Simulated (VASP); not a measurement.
# HOs (P6_3mc) in VASP: relaxation of cell and atoms with PBE

Aim: the relaxation of cell and atoms of HOs with PBE.

Program: VASP 6.6.1. These are calculated values, not measurements. Logs are shortened: lines on timing, memory, paths and dates and some standing lists are left out, and cuts for length are marked.

## 1. The cell of the first run

It takes space group P6_3mc (No. 186, hexagonal). The conventional cell has a = 2.957 Å, b = 2.957 Å, c = 4.692 Å, α = 90.00°, β = 90.00°, γ = 120.00°. H (site symmetry 3m) has 4 Os at 1.79 to 1.82 Å within 2.4 Å. Os (site symmetry 3m) has 4 H at 1.79 to 1.82 Å within 2.4 Å.

## 2. Relaxation of cell and atoms, PBE

INCAR

```
  ALGO = Normal
  EDIFF = 1E-6
  EDIFFG = -0.01
  ENCUT = 600
  GGA = PE
  IBRION = 2
  ISIF = 3
  ISMEAR = 0
  LASPH = T
  LCHARG = F
  LREAL = F
  LWAVE = F
  NELM = 80
  NSW = 100
  PREC = Accurate
  SIGMA = 0.1
```

KPOINTS

```
k-points
0
Gamma
  18 18 10
```

POSCAR

```
HOs
1.0
    2.9570263716      0.0000000000      0.0000000000
   -1.4785131858      2.5608599574      0.0000000000
    0.0000000000      0.0000000000      4.6920051008
H Os
2 2
Direct
    0.3333333333      0.6666666667      0.9975625753
    0.6666666667      0.3333333333      0.4975625753
    0.3333333333      0.6666666667      0.3845374247
    0.6666666667      0.3333333333      0.8845374247
```

Potentials or basis: VASP PAW PBE potentials, release 64 (H, Os).

The run is started by

```
$ cat potpaw_PBE.64/H/POTCAR potpaw_PBE.64/Os/POTCAR > POTCAR
$ mpirun -np 1 vasp_std > vasp.out
```

OUTCAR:

```text
EDIFF = 1E-6
   EDIFFG = -0.01
   ENCUT = 600
   GGA = PE
   IBRION = 2
   ISIF = 3
   ISMEAR = 0
   LASPH = T
   LREAL = F
   NELM = 80
   NSW = 100
   PREC = Accurate

 ion  position               nearest neighbor table
   1  0.333  0.667  0.998-   4 1.79   4 1.79   4 1.79   3 1.82
   2  0.667  0.333  0.498-   3 1.79   3 1.79   3 1.79   4 1.82
   3  0.333  0.667  0.385-   2 1.79   2 1.79   2 1.79   1 1.82   4 2.90   4 2.90   4 2.90   4 2.90
                             4 2.90   4 2.90
   4  0.667  0.333  0.885-   1 1.79   1 1.79   1 1.79   2 1.82   3 2.90   3 2.90   3 2.90   3 2.90
                             3 2.90   3 2.90

  LATTYP: Found a hexagonal cell.
 ALAT       =     2.9570263716
 C/A-ratio  =     1.5867308949

  Lattice vectors:

 A1 = (   2.9570263716,   0.0000000000,   0.0000000000)
 A2 = (  -1.4785131858,   2.5608599574,   0.0000000000)
 A3 = (   0.0000000000,   0.0000000000,   4.6920051008)

Analysis of symmetry for initial positions (statically):
=====================================================================
 Subroutine PRICEL returns:
 Original cell was already a primitive cell.

 Routine SETGRP: Setting up the symmetry group for a
 hexagonal supercell.

 Subroutine GETGRP returns: Found 12 space group operations
 (whereof  6 operations were pure point group operations)
 out of a pool of 24 trial point group operations.

The static configuration has the point symmetry C_3v.
 The point group associated with its full space group is C_6v.

Analysis of symmetry for dynamics (positions and initial velocities):
=====================================================================
 Subroutine PRICEL returns:
 Original cell was already a primitive cell.

 Routine SETGRP: Setting up the symmetry group for a
 hexagonal supercell.

 Subroutine GETGRP returns: Found 12 space group operations
 (whereof  6 operations were pure point group operations)
 out of a pool of 24 trial point group operations.

The dynamic configuration has the point symmetry C_3v.
 The point group associated with its full space group is C_6v.

 Subroutine INISYM returns: Found 12 space group operations
 (whereof  6 operations are pure point group operations),
 and found     1 'primitive' translations

----------------------------------------------------------------------------------------

                                     Primitive cell

  volume of cell :      35.5304

  direct lattice vectors                    reciprocal lattice vectors
     2.957026372  0.000000000  0.000000000     0.338177572  0.195246912  0.000000000
    -1.478513186  2.560859957  0.000000000     0.000000000  0.390493825  0.000000000
     0.000000000  0.000000000  4.692005101     0.000000000  0.000000000  0.213128498

  length of vectors
     2.957026372  2.957026372  4.692005101     0.390493825  0.390493825  0.213128498

  position of ions in fractional coordinates (direct lattice)
     0.333333333  0.666666667  0.997562575
     0.666666667  0.333333333  0.497562575
     0.333333333  0.666666667  0.384537425
     0.666666667  0.333333333  0.884537425

  ion indices of the primitive-cell ions
   primitive index   ion index
                 1           1
                 2           2
                 3           3
                 4           4

----------------------------------------------------------------------------------------

 KPOINTS: k-points

Automatic generation of k-mesh.
 Grid dimensions read from file:
 generate k-points for:   18   18   10

 Generating k-lattice:

  Cartesian coordinates                     Fractional coordinates (reciprocal lattice)
     0.018787643  0.010847051  0.000000000     0.055555556  0.000000000  0.000000000
     0.000000000  0.021694101  0.000000000     0.000000000  0.055555556  0.000000000
     0.000000000  0.000000000  0.021312850     0.000000000  0.000000000  0.100000000

  Length of vectors
     0.021694101  0.021694101  0.021312850

  Shift w.r.t. Gamma in fractional coordinates (k-lattice)
     0.000000000  0.000000000  0.000000000

 Subroutine IBZKPT returns following result:
 ===========================================

 Found    222 irreducible k-points:

 Following reciprocal coordinates:
            Coordinates               Weight
  0.000000  0.000000  0.000000      1.000000
  0.055556  0.000000  0.000000      6.000000
  0.111111  0.000000  0.000000      6.000000
  0.166667 -0.000000  0.000000      6.000000
  0.222222 -0.000000  0.000000      6.000000
  0.277778 -0.000000  0.000000      6.000000
[... 16 lines left out ...]
  0.333333  0.111111  0.000000     12.000000
  0.388889  0.111111  0.000000     12.000000
 [... further k-points ...]
   k-points           NKPTS =    222   k-points in BZ     NKDIM =    222   number of bands    NBANDS=     13
   number of dos      NEDOS =    301   number of ions     NIONS =      4
   total plane-waves  NPLWV =  23040
   dimension x,y,z NGX =    24 NGY =   24 NGZ =   40
   dimension x,y,z NGXF=    48 NGYF=   48 NGZF=   80
   ions per type =               2   2
   NGX,Y,Z   is equivalent  to a cutoff of  13.49, 13.49, 14.17 a.u.
   NGXF,Y,Z  is equivalent  to a cutoff of  26.99, 26.99, 28.35 a.u.
 SYSTEM =  unknown system
   PREC   = accura    normal or accurate (medium, high low for compatibility)
   ISTART =      0    job   : 0-new  1-cont  2-samecut
   ICHARG =      2    charge: 1-file 2-atom 10-const
   ISPIN  =      1    spin polarized calculation?
   LNONCOLLINEAR =      F non collinear calculations
   LSORBIT =      F    spin-orbit coupling
   LASPH  =      T    aspherical Exc in radial PAW
   ENCUT  =  600.0 eV  44.10 Ry    6.64 a.u.   5.91  5.91  9.37*2*pi/ulx,y,z
   NELM   =     80;   NELMIN=  2; NELMDL= -5     # of ELM steps
   EDIFF  = 0.1E-05   stopping-criterion for ELM
   LREAL  =      F    real-space projection
   EDIFFG = -.1E-01   stopping-criterion for IOM
   NSW    =    100    number of steps for IOM
   IBRION =      2    ionic relax: 0-MD 1-quasi-New 2-CG
   NFREE  =      1    steps in history (QN), initial steepest desc. (CG)
   ISIF   =      3    stress and relaxation
   ISYM   =      2    0-nonsym 1-usesym 2-fastsym
   POTIM  = 0.5000    time-step for ionic-motion
   TEBEG  =    0.0;   TEEND  =   0.0 temperature during run
   PSTRESS=    0.0 pullay stress
   NELECT =      18.0000    total number of electrons
   NUPDOWN=      -1.0000    fix difference up-down
   EMIN   =  10.00;   EMAX   =-10.00  energy-range for DOS
   EFERMI =   0.00;   METHOD = LEGACY
   ISMEAR =     0;   SIGMA  =   0.10  broadening in eV -4-tet -1-fermi 0-gaus
   EFERMI_NEDOS =   21; number of points for ismear=-14 and -15
   IALGO  =     38    algorithm
   IMIX   =      4    mixing-type and parameters
     AMIX     =   0.40;   BMIX     =  1.00
     AMIX_MAG =   1.60;   BMIX_MAG =  1.00
  volume/ion in A,a.u.               =       8.88        59.94
  Fermi-wavevector in a.u.,A,eV,Ry     =   1.305066  2.466217 23.173408  1.703197
  Thomas-Fermi vector in A             =   2.435960
   LORBIT       =      0    0 simple, 1 ext, 2 COOP (PROOUT), +10 PAW based schemes
   GGA     = PE    functional components
   LHFCALC =     F    Hartree Fock is set to
   AEXX    =    0.0000 exact exchange contribution
   IVDW    =     0    specifies the selected vdW correction
   LEPSILON=     F    determine dielectric tensor
   LRPA    =     F    only Hartree local field effects (RPA)
 conjugate gradient relaxation of ions
 non-spin polarized calculation
 Gauss-broadening in eV      SIGMA  =   0.10
  energy-cutoff  :      600.00
  volume of cell :       35.53
 maximum number of plane-waves:      1200
 NGX is ok and might be reduce to    24
   NGX = 11   NGY = 11   NGZ = 19

--------------------------------------- Ionic step        1  -------------------------------------------

 number of electron      18.0000000 magnetization

 Free energy of the ion-electron system (eV)
  ---------------------------------------------------
  ext. energy  EPLUGINS =         0.00000000
  ---------------------------------------------------
  free energy    TOTEN  =       -26.67980294 eV

  energy without entropy =      -26.66521450  energy(sigma->0) =      -26.67250872

------------------------ aborting loop because EDIFF is reached ----------------------------------------

  FORCE on cell =-STRESS in cart. coord.  units (eV):
  Direction    XX          YY          ZZ          XY          YZ          ZX
  --------------------------------------------------------------------------------------
  -------------------------------------------------------------------------------------
  Total        0.1761681      0.1761681      0.6688666     -0.0000000      0.0000000      0.0000000
  in kB        7.9439857      7.9439857     30.1613358     -0.0000000      0.0000000      0.0000000
  external PRESSURE =      15.3497690 kB  Pullay stress =       0.0000000 kB
[... 251 lines left out ...]
  energy  without entropy=      -26.6804284532  energy(sigma->0) =      -26.68731085

--------------------------------------- Ionic step        8  -------------------------------------------

 number of electron      17.9999999 magnetization

 Free energy of the ion-electron system (eV)
  ---------------------------------------------------
  ext. energy  EPLUGINS =         0.00000000
  ---------------------------------------------------
  free energy    TOTEN  =       -26.69453431 eV

  energy without entropy =      -26.68086243  energy(sigma->0) =      -26.68769837

 E-fermi :   7.8714     XC(G=0): -13.1317

 val. band max:        7.8704813425   @ k =   0.3889   0.0556   0.1000
 cond. band min:       7.8767494447   @ k =   0.1667   0.0556   0.4000
 fundamental gap:      0.0062681023
 Fermi energy:         7.8713903033

 k-point     1 :       0.0000    0.0000    0.0000
  band No.  band energies     occupation
      1      -4.8823      2.00000
      2      -2.2382      2.00000
      3       4.3645      2.00000
      4       4.6755      2.00000
      5       4.6755      2.00000
      6       4.8153      2.00000
      7       5.1846      2.00000
      8       5.1846      2.00000
      9       6.1188      2.00000
     10       6.1188      2.00000
     11       8.3140      0.00000
     12       8.3140      0.00000
     13      13.0530      0.00000
[... 353 lines left out ...]
 k-point    24 :       0.3889    0.1111    0.0000
  band No.  band energies     occupation
      1      -2.0051      2.00000
      2      -1.1947      2.00000
      3       2.1805      2.00000
      4       3.1009      2.00000
      5       4.3253      2.00000
      6       4.7161      2.00000
      7       5.2512      2.00000
      8       7.8379      1.36392
      9       8.4441      0.00000
     10       8.6135      0.00000
     11       9.5920      0.00000
     12      11.3889      0.00000
     13      12.8508      0.00000

 [... further k-points ...]

------------------------ aborting loop because EDIFF is reached ----------------------------------------

  FORCE on cell =-STRESS in cart. coord.  units (eV):
  Direction    XX          YY          ZZ          XY          YZ          ZX
  --------------------------------------------------------------------------------------
  -------------------------------------------------------------------------------------
  Total       -0.0020887     -0.0020887     -0.0322246     -0.0000000      0.0000000     -0.0000000
  in kB       -0.0937024     -0.0937024     -1.4456257     -0.0000000      0.0000000     -0.0000000
  external PRESSURE =      -0.5443435 kB  Pullay stress =       0.0000000 kB
[... 19 lines left out ...]
  FREE ENERGIE OF THE ION-ELECTRON SYSTEM (eV)
  ---------------------------------------------------
  free  energy   TOTEN  =       -26.6945343055 eV

  energy  without entropy=      -26.6808624288  energy(sigma->0) =      -26.68769837

 reached required accuracy - stopping structural energy minimisation
```

Run time: 7.2 min. Hardware: 1 thread of Intel Xeon 6975P-C (Granite Rapids), shared host; peak memory 0.27 GiB.

What came out:

```
Free energy                           : -26.6945 eV
Relaxed volume                        : 8.93 Å³/atom
Relaxed cell                          : a = 2.925 Å, b = 2.925 Å, c = 4.820 Å, α = 90.00°, β = 90.00°, γ = 120.00°
Space group after relaxing (to 0.1 Å) : P6_3mc (No. 186)
Energy gained by relaxing             : 3.7 meV/atom
Ionic steps                           : 8
Pressure after relaxing               : -0.1 GPa
Band gap on the k mesh                : zero (bands 9 and 10 overlap by 3.00 eV)
```

Step by step:
| step | energy change (eV) | largest force (eV/Å) | pressure (GPa) | volume (Å³) |
| --- | --- | --- | --- | --- |
| 1 | 0.0000 | 0.0936 | 1.53 | 35.53 |
| 2 | -0.0026 | 0.0989 | -1.99 | 35.97 |
| 3 | -0.0029 | 0.0978 | -1.14 | 35.86 |
| 4 | -0.0070 | 0.0909 | -0.92 | 35.83 |
| 5 | -0.0140 | 0.0577 | -0.13 | 35.72 |
| 6 | -0.0144 | 0.0422 | 0.17 | 35.68 |
| 7 | -0.0144 | 0.0446 | -0.29 | 35.75 |
| 8 | -0.0147 | 0.0006 | -0.05 | 35.71 |

Final structure:
```
H Os
1.0
     2.92515    0.00000    0.00000
    -1.46257    2.53325    0.00000
     0.00000    0.00000    4.81966
H Os
2 2
Direct
  0.33333 0.66667 0.00565
  0.66667 0.33333 0.50565
  0.33333 0.66667 0.37645
  0.66667 0.33333 0.87645
```

Caveat: spin-orbit coupling is left out, which moves the levels of the heavy elements.
